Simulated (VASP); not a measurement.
# CdSb2O4 (Pbam) in VASP: single point with PBE

Aim: the single point of CdSb2O4 with PBE.

All numbers are computed with VASP 6.6.1; they aren't measurements. Logs are shortened: lines on timing, memory, paths and dates and some standing lists are left out, and cuts for length are marked.

## 1. The cell of the first run

The structure is orthorhombic, space group Pbam (No. 55). The conventional cell has a = 7.165 Å, b = 10.050 Å, c = 3.394 Å, α = 90.00°, β = 90.00°, γ = 90.00°. Within 3.1 Å of Cd (site symmetry 2/m) lie 6 O at 2.32 to 2.37 Å. Sb (site symmetry m) has 4 O at 2.08 to 2.18 Å within 2.8 Å. Within 2.9 Å of O (site symmetry m) lie 2 Sb at 2.08 Å and 1 Cd at 2.37 Å and 4 O at 2.77 to 2.82 Å. Within 2.9 Å of O (site symmetry m) lie 2 Sb at 2.16 to 2.18 Å and 2 Cd at 2.32 Å and 4 O at 2.77 to 2.82 Å.

## 2. Single point, PBE

Contents of INCAR:

```
PREC     = Accurate       # precision mode
ENCUT    = 700            # plane-wave cutoff, eV
EDIFF    = 1E-6           # SCF threshold, eV
ISMEAR   = 0              # smearing method
SIGMA    = 0.1            # smearing width, eV
LREAL    = False          # projectors in reciprocal space
LASPH    = True           # aspherical terms in the spheres
NELM     = 120            # most SCF steps
ALGO     = Normal         # electronic algorithm
ISIF     = 2              # what is computed and relaxed
LWAVE    = False          # write WAVECAR
LCHARG   = False          # write CHGCAR
GGA      = PE             # functional
NBANDS   = 87             # bands
GGA_COMPAT= False
```

Contents of KPOINTS:

```
regular mesh
0
Gamma
  4 2 2
```

Contents of POSCAR:

```
CdSb2O4
1.0
    0.0000000000      0.0000000000      3.3944286956
    7.1649464471      0.0000000000      0.0000000000
    0.0000000000     10.0504392688      0.0000000000
Cd Sb O
2 4 8
Direct
    0.0000000000      0.5000000000      0.5000000000
    0.0000000000      0.0000000000      0.0000000000
    0.5000000000      0.1126959331      0.7059977512
    0.5000000000      0.8873040669      0.2940022488
    0.5000000000      0.6126959331      0.7940022488
    0.5000000000      0.3873040669      0.2059977512
    0.0000000000      0.6960031115      0.6900918735
    0.0000000000      0.3039968885      0.3099081265
    0.5000000000      0.6012632216      0.3608581379
    0.5000000000      0.3987367784      0.6391418621
    0.0000000000      0.1960031115      0.8099081265
    0.0000000000      0.8039968885      0.1900918735
    0.5000000000      0.8987367784      0.8608581379
    0.5000000000      0.1012632216      0.1391418621
```

Potentials or basis: VASP PAW PBE potentials, release 64 (Cd_sv_GW, Sb_d_GW, O).

Started as:

```console
> cat potpaw_PBE.64/Cd_sv_GW/POTCAR potpaw_PBE.64/Sb_d_GW/POTCAR potpaw_PBE.64/O/POTCAR > POTCAR
> mpirun -np 1 vasp_std > vasp.out
```

OUTCAR:

```text
PREC = Accurate
   ENCUT = 700
   EDIFF = 1E-6
   ISMEAR = 0
   LREAL = False
   LASPH = True
   NELM = 120
   ISIF = 2
   GGA = PE

 ion  position               nearest neighbor table
   1  0.000  0.500  0.500-   9 2.32  10 2.32   9 2.32  10 2.32
   2  0.000  0.000  0.000-  13 2.32  14 2.32  13 2.32  14 2.32
   3  0.500  0.113  0.706-  11 2.08  11 2.08  10 2.16  13 2.18
   4  0.500  0.887  0.294-  12 2.08  12 2.08   9 2.16  14 2.18
   5  0.500  0.613  0.794-   7 2.08   7 2.08  13 2.16  10 2.18
   6  0.500  0.387  0.206-   8 2.08   8 2.08  14 2.16   9 2.18
   7  0.000  0.696  0.690-   5 2.08   5 2.08
   8  0.000  0.304  0.310-   6 2.08   6 2.08
   9  0.500  0.601  0.361-   4 2.16   6 2.18   1 2.32   1 2.32
  10  0.500  0.399  0.639-   3 2.16   5 2.18   1 2.32   1 2.32
  11  0.000  0.196  0.810-   3 2.08   3 2.08
  12  0.000  0.804  0.190-   4 2.08   4 2.08
  13  0.500  0.899  0.861-   5 2.16   3 2.18   2 2.32   2 2.32
  14  0.500  0.101  0.139-   6 2.16   4 2.18   2 2.32   2 2.32

  LATTYP: Found a simple orthorhombic cell.
 ALAT       =     3.3944286956
 B/A-ratio  =     2.1107959806
 C/A-ratio  =     2.9608632763

  Lattice vectors:

 A1 = (   0.0000000000,   0.0000000000,   3.3944286956)
 A2 = (   7.1649464471,   0.0000000000,   0.0000000000)
 A3 = (   0.0000000000,  10.0504392688,   0.0000000000)

Analysis of symmetry for initial positions (statically):
=====================================================================
 Subroutine PRICEL returns:
 Original cell was already a primitive cell.

 Routine SETGRP: Setting up the symmetry group for a
 simple orthorhombic supercell.

 Subroutine GETGRP returns: Found  8 space group operations
 (whereof  4 operations were pure point group operations)
 out of a pool of  8 trial point group operations.

The static configuration has the point symmetry C_2h.
 The point group associated with its full space group is D_2h.

Analysis of symmetry for dynamics (positions and initial velocities):
=====================================================================
 Subroutine PRICEL returns:
 Original cell was already a primitive cell.

 Routine SETGRP: Setting up the symmetry group for a
 simple orthorhombic supercell.

 Subroutine GETGRP returns: Found  8 space group operations
 (whereof  4 operations were pure point group operations)
 out of a pool of  8 trial point group operations.

The dynamic configuration has the point symmetry C_2h.
 The point group associated with its full space group is D_2h.

 Subroutine INISYM returns: Found  8 space group operations
 (whereof  4 operations are pure point group operations),
 and found     1 'primitive' translations

----------------------------------------------------------------------------------------

                                     Primitive cell

  volume of cell :     244.4357

  direct lattice vectors                    reciprocal lattice vectors
     0.000000000  0.000000000  3.394428696     0.000000000  0.000000000  0.294600385
     7.164946447  0.000000000  0.000000000     0.139568384  0.000000000  0.000000000
     0.000000000 10.050439269  0.000000000     0.000000000  0.099498139  0.000000000

  length of vectors
     3.394428696  7.164946447 10.050439269     0.294600385  0.139568384  0.099498139

  position of ions in fractional coordinates (direct lattice)
     0.000000000  0.500000000  0.500000000
     0.000000000  0.000000000  0.000000000
     0.500000000  0.112695933  0.705997751
     0.500000000  0.887304067  0.294002249
     0.500000000  0.612695933  0.794002249
     0.500000000  0.387304067  0.205997751
     0.000000000  0.696003111  0.690091874
     0.000000000  0.303996889  0.309908126
     0.500000000  0.601263222  0.360858138
     0.500000000  0.398736778  0.639141862
     0.000000000  0.196003111  0.809908126
     0.000000000  0.803996889  0.190091874
     0.500000000  0.898736778  0.860858138
     0.500000000  0.101263222  0.139141862

  ion indices of the primitive-cell ions
   primitive index   ion index
                 1           1
                 2           2
                 3           3
                 4           4
                 5           5
                 6           6
                 7           7
                 8           8
                 9           9
                10          10
                11          11
                12          12
                13          13
                14          14

----------------------------------------------------------------------------------------

 KPOINTS: regular mesh

Automatic generation of k-mesh.
 Grid dimensions read from file:
 generate k-points for:    4    2    2

 Generating k-lattice:

  Cartesian coordinates                     Fractional coordinates (reciprocal lattice)
     0.000000000  0.000000000  0.073650096     0.250000000  0.000000000  0.000000000
     0.069784192  0.000000000  0.000000000     0.000000000  0.500000000  0.000000000
     0.000000000  0.049749069  0.000000000     0.000000000  0.000000000  0.500000000

  Length of vectors
     0.073650096  0.069784192  0.049749069

  Shift w.r.t. Gamma in fractional coordinates (k-lattice)
     0.000000000  0.000000000  0.000000000

 Subroutine IBZKPT returns following result:
 ===========================================

 Found     12 irreducible k-points:

 Following reciprocal coordinates:
            Coordinates               Weight
  0.000000  0.000000  0.000000      1.000000
  0.250000  0.000000  0.000000      2.000000
  0.500000  0.000000  0.000000      1.000000
  0.000000  0.500000  0.000000      1.000000
  0.250000  0.500000  0.000000      2.000000
  0.500000  0.500000  0.000000      1.000000
  0.000000  0.000000  0.500000      1.000000
  0.250000  0.000000  0.500000      2.000000
  0.500000  0.000000  0.500000      1.000000
  0.000000  0.500000  0.500000      1.000000
  0.250000  0.500000  0.500000      2.000000
  0.500000  0.500000  0.500000      1.000000
   k-points           NKPTS =     12   k-points in BZ     NKDIM =     12   number of bands    NBANDS=     87
   number of dos      NEDOS =    301   number of ions     NIONS =     14
   total plane-waves  NPLWV = 172800
   dimension x,y,z NGX =    30 NGY =   64 NGZ =   90
   dimension x,y,z NGXF=    60 NGYF=  128 NGZF=  180
   ions per type =               2   4   8
   NGX,Y,Z   is equivalent  to a cutoff of  14.69, 14.85, 14.89 a.u.
   NGXF,Y,Z  is equivalent  to a cutoff of  29.39, 29.70, 29.77 a.u.
 SYSTEM =  unknown system
   PREC   = accura    normal or accurate (medium, high low for compatibility)
   ISTART =      0    job   : 0-new  1-cont  2-samecut
   ICHARG =      2    charge: 1-file 2-atom 10-const
   ISPIN  =      1    spin polarized calculation?
   LNONCOLLINEAR =      F non collinear calculations
   LSORBIT =      F    spin-orbit coupling
   LASPH  =      T    aspherical Exc in radial PAW
   ENCUT  =  700.0 eV  51.45 Ry    7.17 a.u.   7.32 15.46 21.68*2*pi/ulx,y,z
   NELM   =    120;   NELMIN=  2; NELMDL= -5     # of ELM steps
   EDIFF  = 0.1E-05   stopping-criterion for ELM
   LREAL  =      F    real-space projection
[... 7 lines left out ...]
   TEBEG  =    0.0;   TEEND  =   0.0 temperature during run
   PSTRESS=    0.0 pullay stress
   NELECT =     148.0000    total number of electrons
   NUPDOWN=      -1.0000    fix difference up-down
   EMIN   =  10.00;   EMAX   =-10.00  energy-range for DOS
   EFERMI =   0.00;   METHOD = LEGACY
   ISMEAR =     0;   SIGMA  =   0.10  broadening in eV -4-tet -1-fermi 0-gaus
   EFERMI_NEDOS =   21; number of points for ismear=-14 and -15
   IALGO  =     38    algorithm
   IMIX   =      4    mixing-type and parameters
     AMIX     =   0.40;   BMIX     =  1.00
     AMIX_MAG =   1.60;   BMIX_MAG =  1.00
  volume/ion in A,a.u.               =      17.46       117.82
  Fermi-wavevector in a.u.,A,eV,Ry     =   1.384970  2.617215 26.097922  1.918143
  Thomas-Fermi vector in A             =   2.509425
   LORBIT       =      0    0 simple, 1 ext, 2 COOP (PROOUT), +10 PAW based schemes
   GGA     = PE    functional components
   LHFCALC =     F    Hartree Fock is set to
   AEXX    =    0.0000 exact exchange contribution
   IVDW    =     0    specifies the selected vdW correction
   LEPSILON=     F    determine dielectric tensor
   LRPA    =     F    only Hartree local field effects (RPA)
 non-spin polarized calculation
 Gauss-broadening in eV      SIGMA  =   0.10
  energy-cutoff  :      700.00
  volume of cell :      244.44
 maximum number of plane-waves:     10327
 NGX is ok and might be reduce to    30
   NGX = 15   NGY = 31   NGZ = 43

 number of electron     147.9999974 magnetization

 Free energy of the ion-electron system (eV)
  ---------------------------------------------------
  ext. energy  EPLUGINS =         0.00000000
  ---------------------------------------------------
  free energy    TOTEN  =       -74.67293561 eV

  energy without entropy =      -74.67293561  energy(sigma->0) =      -74.67293561

 E-fermi :   3.3404     XC(G=0):  -9.7326

 val. band max:        2.8578166115   @ k =   0.2500   0.0000   0.0000
 cond. band min:       5.1879757651   @ k =   0.0000   0.5000   0.0000
 fundamental gap:      2.3301591536
 Fermi energy:         3.3404452188

 k-point     1 :       0.0000    0.0000    0.0000
  band No.  band energies     occupation
      1     -97.4986      2.00000
      2     -97.4986      2.00000
      3     -58.6644      2.00000
      4     -58.6644      2.00000
      5     -58.5640      2.00000
      6     -58.5640      2.00000
[... 1057 lines left out ...]
     85       9.4453      0.00000
     86       9.5681      0.00000
 [bands above 86 left out]

------------------------ aborting loop because EDIFF is reached ----------------------------------------

  FORCE on cell =-STRESS in cart. coord.  units (eV):
  Direction    XX          YY          ZZ          XY          YZ          ZX
  --------------------------------------------------------------------------------------
  -------------------------------------------------------------------------------------
  Total       -0.0885083     -0.1651105      0.1671615      0.0000000      0.0000000      0.0000000
  in kB       -0.5801358     -1.0822327      1.0956761      0.0000000      0.0000000      0.0000000
  external PRESSURE =      -0.1888975 kB  Pullay stress =       0.0000000 kB

 VOLUME and BASIS-vectors are now :
 -----------------------------------------------------------------------------
  energy-cutoff  :      700.00
  volume of cell :      244.44
      direct lattice vectors                 reciprocal lattice vectors
     0.000000000  0.000000000  3.394428696     0.000000000  0.000000000  0.294600385
     7.164946447  0.000000000  0.000000000     0.139568384  0.000000000  0.000000000
     0.000000000 10.050439269  0.000000000     0.000000000  0.099498139  0.000000000

 POSITION                                       TOTAL-FORCE (eV/Angst)
 -----------------------------------------------------------------------------------
      3.58247      5.02522      0.00000         0.000000      0.000000      0.000000
      0.00000      0.00000      0.00000         0.000000      0.000000      0.000000
      0.80746      7.09559      1.69721        -0.014283     -0.039242      0.000000
      6.35749      2.95485      1.69721         0.014283      0.039242      0.000000
      4.38993      7.98007      1.69721        -0.014283      0.039242      0.000000
      2.77501      2.07037      1.69721         0.014283     -0.039242     -0.000000
      4.98683      6.93573      0.00000         0.009742     -0.022388      0.000000
      2.17812      3.11471      0.00000        -0.009742      0.022388      0.000000
      4.30802      3.62678      1.69721        -0.003634      0.013364     -0.000000
      2.85693      6.42366      1.69721         0.003634     -0.013364      0.000000
      1.40435      8.13993      0.00000         0.009742      0.022388      0.000000
      5.76059      1.91051      0.00000        -0.009742     -0.022388      0.000000
      6.43940      8.65200      1.69721         0.003634      0.013364     -0.000000
      0.72555      1.39844      1.69721        -0.003634     -0.013364     -0.000000
 -----------------------------------------------------------------------------------
    total drift:                                0.000000     -0.000000      0.000000

  FREE ENERGIE OF THE ION-ELECTRON SYSTEM (eV)
  ---------------------------------------------------
  free  energy   TOTEN  =       -74.6729356066 eV

  energy  without entropy=      -74.6729356066  energy(sigma->0) =      -74.67293561
```

It took 15 min on 1 thread of Intel Xeon Platinum 8375C at 2.90GHz (Ice Lake), shared host; peak memory 0.67 GiB.

Results:

- Free energy: -74.6729 eV
- Pressure: 0.0 GPa
- Largest force: 0.042 eV/Å
- Band gap on the k mesh: 2.33 eV (least direct gap 2.54 eV)

Forces on the atoms (eV/Å):
```
Cd   0.000  0.000  0.000
Cd   0.000  0.000  0.000
Sb  -0.014 -0.039  0.000
Sb   0.014  0.039  0.000
Sb  -0.014  0.039  0.000
Sb   0.014 -0.039  0.000
O    0.010 -0.022  0.000
O   -0.010  0.022  0.000
O   -0.004  0.013  0.000
O    0.004 -0.013  0.000
O    0.010  0.022  0.000
O   -0.010 -0.022  0.000
O    0.004  0.013  0.000
O   -0.004 -0.013  0.000
```

Levels at points of the mesh, in eV from the valence-band top:
```csv
k point,band 70,band 71,band 72,band 73,band 74,band 75,band 76,band 77,band 78,band 79
"(0.00, 0.00, 0.00)",-0.60,-0.56,-0.53,-0.45,-0.02,2.52,2.66,3.46,3.59,4.04
"(0.50, 0.00, 0.00)",-1.02,-0.40,-0.27,-0.25,-0.07,2.56,3.33,3.34,3.35,4.48
"(0.00, 0.50, 0.00)",-0.77,-0.53,-0.53,-0.33,-0.33,2.33,2.33,3.08,3.08,4.46
"(0.50, 0.50, 0.00)",-0.89,-0.73,-0.73,-0.19,-0.19,2.70,2.70,3.44,3.44,5.28
"(0.00, 0.00, 0.50)",-0.73,-0.52,-0.52,-0.27,-0.27,2.87,2.87,3.18,3.18,4.31
"(0.50, 0.00, 0.50)",-0.75,-0.55,-0.55,-0.19,-0.19,2.74,2.74,3.56,3.56,4.71
"(0.00, 0.50, 0.50)",-0.74,-0.52,-0.52,-0.41,-0.41,2.73,2.73,2.78,2.78,4.66
"(0.50, 0.50, 0.50)",-0.84,-0.58,-0.58,-0.40,-0.40,2.65,2.65,3.49,3.49,5.28
```

Caveat: the k points lie up to 0.46 Å⁻¹ apart; spin-orbit coupling is left out, which moves the levels of the heavy elements.
